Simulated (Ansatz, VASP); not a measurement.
## One calculation of BN, two programs

```xyz
2
Lattice="1.1510 0.6645 3.3729 -1.1510 0.6645 3.3729 0.0000 -1.3291 3.3729" Properties=species:S:1:pos:R:3 pbc="T T T"
B     0.0000    0.0000   10.1155
N     0.0000    0.0000    3.3672
```

Change from the starting cell: strain -0.080 along x and y, +0.000 along z, atoms carried along.

Alike in both runs: task single point; functional LDA; k mesh 12 × 12 × 12; occupations gaussian, width 0.05 eV; no spin polarisation.

|  | VASP | Ansatz |
| --- | --- | --- |
| version | VASP 6.6.1 | Ansatz 0.2.0 |
| potentials or method | VASP PAW LDA potentials, release 64 (B, N), cutoff 600 eV | scalar-relativistic, plane waves, PAW |
| valence electrons in the cell | 8 | 8 |

```csv
,VASP,Ansatz,Ansatz less VASP
gap on the k mesh at the Fermi level (eV),4.49,4.52,+0.025
least direct gap on the mesh (eV),5.14,5.15,+0.015
pressure (GPa),79.3,79.0,-0.36
"traceless stress, the component that is largest in VASP (GPa)",-80.76,-80.10,+0.659
rms of the force components (eV/Å),0.004,0.004,-0.0001
```

LDA's correlation is that of Perdew and Zunger in VASP and of Perdew and Wang (1992) in Ansatz. Atom by atom the forces differ by 0.000 eV/Å (rms over components). Both programs put the cell under a high pressure, so it lies far from rest at this level.

Noted on VASP's run: the cell as given lies far from equilibrium.
